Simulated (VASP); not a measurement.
Cd3InO, 5 atoms in the cell. It takes space group P4mm (No. 99, tetragonal). Conventional cell: a = 4.208 Å, b = 4.208 Å, c = 8.371 Å, α = 90.00°, β = 90.00°, γ = 90.00°. Cd (site symmetry 4mm) has 1 O at 2.10 Å and 1 In at 2.81 Å within 2.9 Å. Cd (site symmetry 2mm) has 2 O at 2.48 Å and 4 Cd at 2.98 Å and 2 In at 3.01 Å within 3.3 Å. In (site symmetry 4mm) has 5 Cd at 2.81 to 3.01 Å and 1 O at 3.46 Å within 3.7 Å. O (site symmetry 4mm) has 5 Cd at 2.10 to 2.48 Å within 2.8 Å. The cell was built from a structure type or drawn by symmetry, and may not be a known phase.

| Property | Result |
| --- | --- |
| Program | VASP 6.6.1 |
| Task | single point |
| Functional | PBE |
| Potentials or basis | VASP PAW PBE potentials, release 64 (Cd, In_d, O) |
| Cutoff | 520 eV |
| k mesh | 4 × 4 × 2 |
| Occupations | gaussian, width 0.1 eV |
| Spin | collinear spin, ferromagnetic start |
| Starting moments | [0.0, 0.0, 0.0, 0.0, 1.0] μB |
| Dipole correction | no |
| Further INCAR settings | ALGO = Normal; EDIFF = 1e-06; NBANDS = 40 |

Potentials or basis: VASP PAW PBE potentials, release 64 (Cd, In_d, O).

Command:

```sh
$ cat potpaw_PBE.64/Cd/POTCAR potpaw_PBE.64/In_d/POTCAR potpaw_PBE.64/O/POTCAR > POTCAR
$ mpirun -np 1 vasp_std > vasp.out
```

Hardware: 1 thread of Intel(R) Xeon(R) 6975P-C (Granite Rapids), on a shared host.

Task: How long does it take, and how much memory?

Result: It took 70 s on 1 thread of Intel(R) Xeon(R) 6975P-C (Granite Rapids) (shared host), peak memory 0.33 GiB. Counts: scf iterations 17, k points 12.
